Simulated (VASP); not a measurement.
# Sn (Fd-3m) in VASP: further runs

Sn is run at these levels: PBE; tasks: single point, relaxation of cell and atoms.

Everything below comes from runs of VASP 6.6.1. Logs are shortened: lines on timing, memory, paths and dates and some standing lists are left out, and cuts for length are marked.

## 1. The cell of the first run

Symmetry: Fd-3m, No. 227, cubic system. The conventional cell has a = 6.654 Å, b = 6.654 Å, c = 6.654 Å, α = 90.00°, β = 90.00°, γ = 90.00°. Within 3.8 Å of Sn (site symmetry -43m) lie 4 Sn at 2.88 Å.

This isn't the form of Sn at room conditions, which is tetragonal (white tin).

## 2. Single point, PBE

INCAR reads:

```
  PREC = Accurate
  ENCUT = 520
  EDIFF = 1E-6
  ISMEAR = -1
  SIGMA = 0.05
  LREAL = False
  LASPH = True
  NELM = 100
  ALGO = Normal
  ISIF = 2
  LWAVE = False
  LCHARG = False
  GGA = PE
  NBANDS = 21
```

KPOINTS reads:

```
regular mesh
0
Gamma
  11 11 11
```

POSCAR reads:

```
Sn
1.0
    0.0000000000      3.3270354140      3.3270354140
    3.3270354140      0.0000000000      3.3270354140
    3.3270354140      3.3270354140      0.0000000000
Sn
2
Direct
    0.0000000000      0.0000000000      0.0000000000
    0.2500000000      0.2500000000      0.2500000000
```

Potentials or basis: VASP PAW PBE potentials, release 64 (Sn_d).

Started as:

```sh
> cat potpaw_PBE.64/Sn_d/POTCAR > POTCAR
> mpirun -np 1 vasp_std > vasp.out
```

OUTCAR:

```text
PREC = Accurate
   ENCUT = 520
   EDIFF = 1E-6
   ISMEAR = -1
   LREAL = False
   LASPH = True
   NELM = 100
   ISIF = 2
   GGA = PE

 ion  position               nearest neighbor table
   1  0.000  0.000  0.000-   2 2.88   2 2.88   2 2.88   2 2.88
   2  0.250  0.250  0.250-   1 2.88   1 2.88   1 2.88   1 2.88

  LATTYP: Found a face centered cubic cell.
 ALAT       =     6.6540708280

  Lattice vectors:

 A1 = (   0.0000000000,   3.3270354140,   3.3270354140)
 A2 = (   3.3270354140,   0.0000000000,   3.3270354140)
 A3 = (   3.3270354140,   3.3270354140,   0.0000000000)

Analysis of symmetry for initial positions (statically):
=====================================================================
 Subroutine PRICEL returns:
 Original cell was already a primitive cell.

 Routine SETGRP: Setting up the symmetry group for a
 face centered cubic supercell.

 Subroutine GETGRP returns: Found 48 space group operations
 (whereof 24 operations were pure point group operations)
 out of a pool of 48 trial point group operations.

The static configuration has the point symmetry T_d .
 The point group associated with its full space group is O_h .

Analysis of symmetry for dynamics (positions and initial velocities):
=====================================================================
 Subroutine PRICEL returns:
 Original cell was already a primitive cell.

 Routine SETGRP: Setting up the symmetry group for a
 face centered cubic supercell.

 Subroutine GETGRP returns: Found 48 space group operations
 (whereof 24 operations were pure point group operations)
 out of a pool of 48 trial point group operations.

The dynamic configuration has the point symmetry T_d .
 The point group associated with its full space group is O_h .

 Subroutine INISYM returns: Found 48 space group operations
 (whereof 24 operations are pure point group operations),
 and found     1 'primitive' translations

----------------------------------------------------------------------------------------

                                     Primitive cell

  volume of cell :      73.6550

  direct lattice vectors                    reciprocal lattice vectors
     0.000000000  3.327035414  3.327035414    -0.150283943  0.150283943  0.150283943
     3.327035414  0.000000000  3.327035414     0.150283943 -0.150283943  0.150283943
     3.327035414  3.327035414  0.000000000     0.150283943  0.150283943 -0.150283943

  length of vectors
     4.705138605  4.705138605  4.705138605     0.260299425  0.260299425  0.260299425

  position of ions in fractional coordinates (direct lattice)
     0.000000000  0.000000000  0.000000000
     0.250000000  0.250000000  0.250000000

  ion indices of the primitive-cell ions
   primitive index   ion index
                 1           1
                 2           2

----------------------------------------------------------------------------------------

 KPOINTS: regular mesh

Automatic generation of k-mesh.
 Grid dimensions read from file:
 generate k-points for:   11   11   11

 Generating k-lattice:

  Cartesian coordinates                     Fractional coordinates (reciprocal lattice)
    -0.013662177  0.013662177  0.013662177     0.090909091  0.000000000  0.000000000
     0.013662177 -0.013662177  0.013662177     0.000000000  0.090909091  0.000000000
     0.013662177  0.013662177 -0.013662177     0.000000000  0.000000000  0.090909091

  Length of vectors
     0.023663584  0.023663584  0.023663584

  Shift w.r.t. Gamma in fractional coordinates (k-lattice)
     0.000000000  0.000000000  0.000000000

 Subroutine IBZKPT returns following result:
 ===========================================

 Found     56 irreducible k-points:

 Following reciprocal coordinates:
            Coordinates               Weight
  0.000000  0.000000  0.000000      1.000000
  0.090909  0.000000  0.000000      8.000000
  0.181818  0.000000  0.000000      8.000000
  0.272727  0.000000  0.000000      8.000000
  0.363636  0.000000  0.000000      8.000000
  0.454545  0.000000  0.000000      8.000000
[... 16 lines left out ...]
 -0.272727  0.181818  0.000000     24.000000
 -0.181818  0.181818  0.000000     12.000000
 [... further k-points ...]
   k-points           NKPTS =     56   k-points in BZ     NKDIM =     56   number of bands    NBANDS=     21
   number of dos      NEDOS =    301   number of ions     NIONS =      2
   total plane-waves  NPLWV =  46656
   dimension x,y,z NGX =    36 NGY =   36 NGZ =   36
   dimension x,y,z NGXF=    72 NGYF=   72 NGZF=   72
   ions per type =               2
   NGX,Y,Z   is equivalent  to a cutoff of  12.72, 12.72, 12.72 a.u.
   NGXF,Y,Z  is equivalent  to a cutoff of  25.44, 25.44, 25.44 a.u.
 SYSTEM =  unknown system
   PREC   = accura    normal or accurate (medium, high low for compatibility)
   ISTART =      0    job   : 0-new  1-cont  2-samecut
   ICHARG =      2    charge: 1-file 2-atom 10-const
   ISPIN  =      1    spin polarized calculation?
   LNONCOLLINEAR =      F non collinear calculations
   LSORBIT =      F    spin-orbit coupling
   LASPH  =      T    aspherical Exc in radial PAW
   ENCUT  =  520.0 eV  38.22 Ry    6.18 a.u.   8.75  8.75  8.75*2*pi/ulx,y,z
   NELM   =    100;   NELMIN=  2; NELMDL= -5     # of ELM steps
   EDIFF  = 0.1E-05   stopping-criterion for ELM
   LREAL  =      F    real-space projection
   EDIFFG = 0.1E-04   stopping-criterion for IOM
   NSW    =      0    number of steps for IOM
   IBRION =     -1    ionic relax: 0-MD 1-quasi-New 2-CG
   NFREE  =      0    steps in history (QN), initial steepest desc. (CG)
   ISIF   =      2    stress and relaxation
   ISYM   =      2    0-nonsym 1-usesym 2-fastsym
   POTIM  = 0.5000    time-step for ionic-motion
   TEBEG  =    0.0;   TEEND  =   0.0 temperature during run
   PSTRESS=    0.0 pullay stress
   NELECT =      28.0000    total number of electrons
   NUPDOWN=      -1.0000    fix difference up-down
   EMIN   =  10.00;   EMAX   =-10.00  energy-range for DOS
   EFERMI =   0.00;   METHOD = LEGACY
   ISMEAR =    -1;   SIGMA  =   0.05  broadening in eV -4-tet -1-fermi 0-gaus
   EFERMI_NEDOS =   21; number of points for ismear=-14 and -15
   IALGO  =     38    algorithm
   IMIX   =      4    mixing-type and parameters
     AMIX     =   0.40;   BMIX     =  1.00
     AMIX_MAG =   1.60;   BMIX_MAG =  1.00
  volume/ion in A,a.u.               =      36.83       248.52
  Fermi-wavevector in a.u.,A,eV,Ry     =   1.185933  2.241088 19.135732  1.406437
  Thomas-Fermi vector in A             =   2.322116
   LORBIT       =      0    0 simple, 1 ext, 2 COOP (PROOUT), +10 PAW based schemes
   GGA     = PE    functional components
   LHFCALC =     F    Hartree Fock is set to
   AEXX    =    0.0000 exact exchange contribution
   IVDW    =     0    specifies the selected vdW correction
   LEPSILON=     F    determine dielectric tensor
   LRPA    =     F    only Hartree local field effects (RPA)
 non-spin polarized calculation
  energy-cutoff  :      520.00
  volume of cell :       73.66
 maximum number of plane-waves:      2004
   NGX = 17   NGY = 17   NGZ = 17

 number of electron      28.0000007 magnetization

 Free energy of the ion-electron system (eV)
  ---------------------------------------------------
  ext. energy  EPLUGINS =         0.00000000
  ---------------------------------------------------
  free energy    TOTEN  =        -7.69300997 eV

  energy without entropy =       -7.69082999  energy(sigma->0) =       -7.69191998

 E-fermi :   4.8453     XC(G=0):  -8.5520

 val. band max:        4.8173579231   @ k =   0.0909   0.0000   0.0000
 cond. band min:       4.8457636413   @ k =   0.3636   0.0000   0.0000
 fundamental gap:      0.0284057183
 Fermi energy:         4.8452810834

 k-point     1 :       0.0000    0.0000    0.0000
  band No.  band energies     occupation
      1     -16.6759      2.00000
      2     -16.6759      2.00000
      3     -16.6759      2.00000
      4     -16.6260      2.00000
      5     -16.6260      2.00000
      6     -16.3734      2.00000
[... 13 lines left out ...]
     20      12.6608      0.00000
     21      12.6608      0.00000

 k-point     2 :       0.0909    0.0000    0.0000
  band No.  band energies     occupation
      1     -16.6811      2.00000
      2     -16.6811      2.00000
      3     -16.6742      2.00000
      4     -16.6190      2.00000
      5     -16.6190      2.00000
      6     -16.3882      2.00000
[... 13 lines left out ...]
     20      12.0939      0.00000
     21      12.0939      0.00000

 k-point     3 :       0.1818    0.0000    0.0000
  band No.  band energies     occupation
      1     -16.6904      2.00000
      2     -16.6904      2.00000
      3     -16.6695      2.00000
      4     -16.6047      2.00000
      5     -16.6047      2.00000
      6     -16.4032      2.00000
[... 13 lines left out ...]
     20      11.6834      0.00000
     21      11.6834      0.00000

 k-point     4 :       0.2727    0.0000    0.0000
  band No.  band energies     occupation
      1     -16.6983      2.00000
      2     -16.6983      2.00000
      3     -16.6631      2.00000
      4     -16.5911      2.00000
      5     -16.5911      2.00000
      6     -16.4152      2.00000
[... 13 lines left out ...]
     20      11.7488      0.00000
     21      11.7488      0.00000

 k-point     5 :       0.3636    0.0000    0.0000
  band No.  band energies     occupation
      1     -16.7032      2.00000
      2     -16.7032      2.00000
      3     -16.6570      2.00000
      4     -16.5817      2.00000
      5     -16.5817      2.00000
      6     -16.4227      2.00000
[... 13 lines left out ...]
     20      12.3295      0.00000
     21      12.3295      0.00000
[... 382 lines left out ...]
     20      12.9617      0.00000
     21      13.0290      0.00000

 k-point    22 :      -0.3636    0.1818    0.0000
  band No.  band energies     occupation
      1     -16.7248      2.00000
      2     -16.7133      2.00000
      3     -16.6231      2.00000
      4     -16.5679      2.00000
      5     -16.5509      2.00000
      6     -16.4536      2.00000
[... 13 lines left out ...]
     20      11.9537      0.00000
     21      13.0890      0.00000

 k-point    23 :      -0.2727    0.1818    0.0000
  band No.  band energies     occupation
      1     -16.7173      2.00000
      2     -16.7116      2.00000
      3     -16.6330      2.00000
      4     -16.5817      2.00000
      5     -16.5565      2.00000
      6     -16.4510      2.00000
[... 13 lines left out ...]
     20      12.3020      0.00000
     21      13.6241      0.00000

 k-point    24 :      -0.1818    0.1818    0.0000
  band No.  band energies     occupation
      1     -16.7065      2.00000
      2     -16.7057      2.00000
      3     -16.6498      2.00000
      4     -16.5925      2.00000
      5     -16.5713      2.00000
      6     -16.4386      2.00000
[... 13 lines left out ...]
     20      12.2659      0.00000
     21      12.4849      0.00000

 [... further k-points ...]

------------------------ aborting loop because EDIFF is reached ----------------------------------------

  FORCE on cell =-STRESS in cart. coord.  units (eV):
  Direction    XX          YY          ZZ          XY          YZ          ZX
  --------------------------------------------------------------------------------------
  -------------------------------------------------------------------------------------
  Total       -0.0057880     -0.0057880     -0.0057880      0.0000000     -0.0000000      0.0000000
  in kB       -0.1259023     -0.1259023     -0.1259023      0.0000000     -0.0000000      0.0000000
  external PRESSURE =      -0.1259023 kB  Pullay stress =       0.0000000 kB

 VOLUME and BASIS-vectors are now :
 -----------------------------------------------------------------------------
  energy-cutoff  :      520.00
  volume of cell :       73.66
      direct lattice vectors                 reciprocal lattice vectors
     0.000000000  3.327035414  3.327035414    -0.150283943  0.150283943  0.150283943
     3.327035414  0.000000000  3.327035414     0.150283943 -0.150283943  0.150283943
     3.327035414  3.327035414  0.000000000     0.150283943  0.150283943 -0.150283943

 POSITION                                       TOTAL-FORCE (eV/Angst)
 -----------------------------------------------------------------------------------
      0.00000      0.00000      0.00000        -0.000000     -0.000000     -0.000000
      1.66352      1.66352      1.66352         0.000000      0.000000      0.000000
 -----------------------------------------------------------------------------------
    total drift:                                0.000000      0.000000      0.000000

  FREE ENERGIE OF THE ION-ELECTRON SYSTEM (eV)
  ---------------------------------------------------
  free  energy   TOTEN  =        -7.6930099718 eV

  energy  without entropy=       -7.6908299898  energy(sigma->0) =       -7.69191998
```

Run time: 31 s. Hardware: 1 thread of Intel Xeon 6975P-C (Granite Rapids), shared host; peak memory 0.23 GiB.

Results:

* Free energy: -7.6930 eV
* Pressure: 0.0 GPa
* Band gap on the k mesh: zero (bands 14 and 15 overlap by 0.22 eV)

Levels at points of the mesh, in eV from the Fermi level:
```csv
k point,band 12,band 13,band 14,band 15,band 16,band 17
"(0.00, 0.00, 0.00)",-1.12,0.12,0.12,0.12,2.18,2.18
```

Caveat: spin-orbit coupling is left out, which moves the levels of the heavy elements.

## 3. Relaxation of cell and atoms, PBE

This run uses another cell than the first one, of 33.80 Å³/atom.

INCAR reads:

```
ALGO = Normal ; EDIFF = 1E-6
EDIFFG = -0.02 ; ENCUT = 600
GGA = PE ; IBRION = 2
ISIF = 3 ; ISMEAR = -1
LASPH = T ; LCHARG = F
LREAL = F ; LWAVE = F
NELM = 60 ; NSW = 80
PREC = Accurate ; SIGMA = 0.05
```

KPOINTS reads:

```
k-points
0
Gamma
  11 11 11
```

POSCAR reads:

```
Sn
1.0
    0.0000000000      3.2333428000      3.2333428000
    3.2333428000      0.0000000000      3.2333428000
    3.2333428000      3.2333428000      0.0000000000
Sn
2
Direct
    0.0000000000      0.0000000000      0.0000000000
    0.2500000000      0.2500000000      0.2500000000
```

Potentials or basis: VASP PAW PBE potentials, release 64 (Sn_d).

Started as:

```sh
> cat potpaw_PBE.64/Sn_d/POTCAR > POTCAR
> mpirun -np 1 vasp_std > vasp.out
```

Wall time 1.8 min (1 thread of Intel Xeon 6975P-C (Granite Rapids), shared host); peak memory 0.27 GiB.

The run converged. Its results:

```yaml
Free_energy: -7.6922 eV
Relaxed_volume: 36.81 Å³/atom
Relaxed_cell: a = 4.704 Å, b = 4.704 Å, c = 4.704 Å, α = 60.00°, β = 60.00°, γ = 60.00°
Space_group_after_relaxing_to_0.1_Å: Fd-3m (No. 227)
Energy_gained_by_relaxing: 32.7 meV/atom
Ionic_steps: 3
Pressure_after_relaxing: 0.0 GPa
Band_gap_on_the_k_mesh: zero (bands 14 and 15 overlap by 0.22 eV)
```

The path:
```
step  energy change (eV)  largest force (eV/Å)  pressure (GPa)  volume (Å³)
   1              0.0000                0.0000            3.78        67.61
   2             -0.0593                0.0000           -0.92        75.71
   3             -0.0654                0.0000           -0.01        73.62
```

Final structure:
```
Sn
1.0
     0.00000    3.32648    3.32648
     3.32648    0.00000    3.32648
     3.32648    3.32648    0.00000
Sn
2
Direct
  0.00000 0.00000 0.00000
  0.25000 0.25000 0.25000
```

Levels at points of the mesh, in eV from the Fermi level:
```tsv
k point	band 12	band 13	band 14	band 15	band 16	band 17
(0.00, 0.00, 0.00)	-1.11	0.12	0.12	0.12	2.18	2.18
```

Caveat: spin-orbit coupling is left out, which moves the levels of the heavy elements. Zero-point motion and thermal expansion aren't in these numbers.

The gap in the log of VASP goes by the Fermi energy; the results here count the filled bands.